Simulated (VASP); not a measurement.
# GaAs (F-43m) in VASP: notebook, part 2 of 2

VASP 6.6.1.

### Step 3. Dielectric tensor, r2SCAN (strain -3.0%)

INCAR reads:

```
  PREC = Accurate
  ENCUT = 520
  EDIFF = 1E-8
  ISMEAR = 0
  SIGMA = 0.01
  LREAL = False
  LASPH = True
  NELM = 80
  ALGO = Normal
  ISIF = 2
  LWAVE = False
  LCHARG = False
  METAGGA = R2SCAN
  LMIXTAU = True
  LCALCEPS = True
```

KPOINTS reads:

```
Automatic mesh
0
Gamma
  6 6 6
```

POSCAR reads:

```
GaAs
1.0
    0.0000000000      2.7480925426      2.7480925426
    2.7480925426      0.0000000000      2.7480925426
    2.7480925426      2.7480925426      0.0000000000
Ga As
1 1
Direct
    0.0000000000      0.0000000000      0.0000000000
    0.2500000000      0.2500000000      0.2500000000
```

Potentials or basis: VASP PAW PBE potentials, release 64 (Ga_d, As).

On the command line:

```sh
$ cat potpaw_PBE.64/Ga_d/POTCAR potpaw_PBE.64/As/POTCAR > POTCAR
$ mpirun -np 1 vasp_std > vasp.out
```

OUTCAR:

```text
PREC = Accurate
   ENCUT = 520
   EDIFF = 1E-8
   ISMEAR = 0
   LREAL = False
   LASPH = True
   NELM = 80
   ISIF = 2
   METAGGA = R2SCAN

 ion  position               nearest neighbor table
   1  0.000  0.000  0.000-   2 2.38   2 2.38   2 2.38   2 2.38
   2  0.250  0.250  0.250-   1 2.38   1 2.38   1 2.38   1 2.38

  LATTYP: Found a face centered cubic cell.
 ALAT       =     5.4961850852

  Lattice vectors:

 A1 = (   0.0000000000,   2.7480925426,   2.7480925426)
 A2 = (   2.7480925426,   0.0000000000,   2.7480925426)
 A3 = (   2.7480925426,   2.7480925426,   0.0000000000)

Analysis of symmetry for initial positions (statically):
=====================================================================
 Subroutine PRICEL returns:
 Original cell was already a primitive cell.

 Routine SETGRP: Setting up the symmetry group for a
 face centered cubic supercell.

 Subroutine GETGRP returns: Found 24 space group operations
 (whereof 24 operations were pure point group operations)
 out of a pool of 48 trial point group operations.

The static configuration has the point symmetry T_d .

Analysis of symmetry for dynamics (positions and initial velocities):
=====================================================================
 Subroutine PRICEL returns:
 Original cell was already a primitive cell.

 Routine SETGRP: Setting up the symmetry group for a
 face centered cubic supercell.

 Subroutine GETGRP returns: Found 24 space group operations
 (whereof 24 operations were pure point group operations)
 out of a pool of 48 trial point group operations.

The dynamic configuration has the point symmetry T_d .

[... 520 lines left out ...]
      5     -10.7672      2.00000
      6      -8.0412      2.00000
      7      -0.4909      2.00000
      8       2.4383      2.00000
      9       2.6991      2.00000
     10   10000.0000      0.00000
     11   10000.0000      0.00000
     12   10000.0000      0.00000
     13   10000.0000      0.00000

 [... further k-points ...]

------------------------ aborting loop because EDIFF is reached ----------------------------------------

            Ionic dipole moment: p[ion]=(     6.87023     6.87023     6.87023 ) |e| Angst

 Total electronic dipole moment: p[elc]=(     0.01467     0.01467     0.03531 ) |e| Angst

 MACROSCOPIC STATIC DIELECTRIC TENSOR (including local field effects)
 ------------------------------------------------------
          10.022044    -0.000000     0.000000
           0.000000    10.022044     0.000000
          -0.000000    -0.000000    10.022044
 ------------------------------------------------------

 PIEZOELECTRIC TENSOR (including local field effects) (e Angst)
          XX          YY          ZZ          XY          YZ          ZX
  --------------------------------------------------------------------------------
  x     0.00000    -0.00000    -0.00000    -0.00000    -1.94840     0.00000
  y     0.00000     0.00000     0.00000     0.00000     0.00000    -1.94840
  z     0.00000     0.00000     0.00000    -1.94840     0.00000     0.00000

 PIEZOELECTRIC TENSOR (including local field effects) (C/m^2)
          XX          YY          ZZ          XY          YZ          ZX
  --------------------------------------------------------------------------------
  x     0.00000    -0.00000    -0.00000    -0.00000    -0.75208     0.00000
  y     0.00000     0.00000     0.00000     0.00000     0.00000    -0.75208
  z     0.00000     0.00000     0.00000    -0.75208     0.00000     0.00000

 BORN EFFECTIVE CHARGES (including local field effects) (in |e|, cummulative output)
 ---------------------------------------------------------------------------------
 ion    1
    1     1.98381     0.00000     0.00000
    2     0.00000     1.98381    -0.00000
    3     0.00000    -0.00000     1.98381
 ion    2
    1    -1.98381     0.00000     0.00000
    2     0.00000    -1.98381     0.00000
    3    -0.00000     0.00000    -1.98381

  FORCE on cell =-STRESS in cart. coord.  units (eV):
  Direction    XX          YY          ZZ          XY          YZ          ZX
  --------------------------------------------------------------------------------------
  -------------------------------------------------------------------------------------
  Total        2.1632905      2.1632905      2.1632905      0.0000000      0.0000000     -0.0000000
  in kB       83.5028652     83.5028652     83.5028652      0.0000000      0.0000000     -0.0000000
  external PRESSURE =      83.5028652 kB  Pullay stress =       0.0000000 kB

 VOLUME and BASIS-vectors are now :
 -----------------------------------------------------------------------------
  energy-cutoff  :      520.00
  volume of cell :       41.51
      direct lattice vectors                 reciprocal lattice vectors
     0.000000000  2.748092543  2.748092543    -0.181944382  0.181944382  0.181944382
     2.748092543  0.000000000  2.748092543     0.181944382 -0.181944382  0.181944382
     2.748092543  2.748092543  0.000000000     0.181944382  0.181944382 -0.181944382

 POSITION                                       TOTAL-FORCE (eV/Angst)
 -----------------------------------------------------------------------------------
      0.00000      0.00000      0.00000         0.000000      0.000000      0.000000
      1.37405      1.37405      1.37405        -0.000000     -0.000000     -0.000000
 -----------------------------------------------------------------------------------
    total drift:                                0.000005      0.000005      0.000005

  FREE ENERGIE OF THE ION-ELECTRON SYSTEM (eV)
  ---------------------------------------------------
  free  energy   TOTEN  =       -26.9400071755 eV

  energy  without entropy=      -26.9400071755  energy(sigma->0) =      -26.94000718
```

stdout:

```text
POSCAR found type information on POSCAR GaAs
 POSCAR found :  2 types and       2 ions
 scaLAPACK will be used
 -----------------------------------------------------------------------------
|                                                                             |
[... 110 lines left out ...]
 p_tot=(  0.688E+01  0.690E+01  0.688E+01 )
dp_tot=(  0.511E-04  0.194E-01  0.554E-04 )  diag[e(oo)]=(    ---    9.43806    ---   )
 p_tot=(  0.688E+01  0.690E+01  0.688E+01 )
dp_tot=(  0.509E-04  0.198E-01  0.553E-04 )  diag[e(oo)]=(    ---    9.63950    ---   )
 p_tot=(  0.688E+01  0.691E+01  0.688E+01 )
dp_tot=(  0.508E-04  0.202E-01  0.552E-04 )  diag[e(oo)]=(    ---    9.79213    ---   )
 p_tot=(  0.688E+01  0.691E+01  0.688E+01 )
dp_tot=(  0.506E-04  0.204E-01  0.552E-04 )  diag
```

Wall time 22 min (1 thread of Intel Xeon 6975P-C (Granite Rapids), shared host); peak memory 0.31 GiB.

Results:

```
Band gap on the k mesh                  : 1.58 eV (least direct gap 1.70 eV)
Electronic dielectric tensor (diagonal) : 10.02
Born charges (mean of the diagonal)     : Ga +1.98; As -1.98 e
```

Electronic dielectric tensor:
```
10.02  0.00  0.00
 0.00 10.02  0.00
 0.00  0.00 10.02
```

Born effective charge tensors (e):
atom 1, Ga
```
1.98 0.00 0.00
0.00 1.98 0.00
0.00 0.00 1.98
```
atom 2, As
```
-1.98  0.00  0.00
 0.00 -1.98  0.00
 0.00  0.00 -1.98
```

Dipole moments of the cell (e·Å, modulo the quantum): ionic 6.870, 6.870, 6.870; electronic 0.015, 0.015, 0.035

Caveat: the cell differs from its parent crystal (strain -3.0%); the PAW data sets were made with another functional, which shifts forces and pressure a little. A k mesh can miss the band edges.
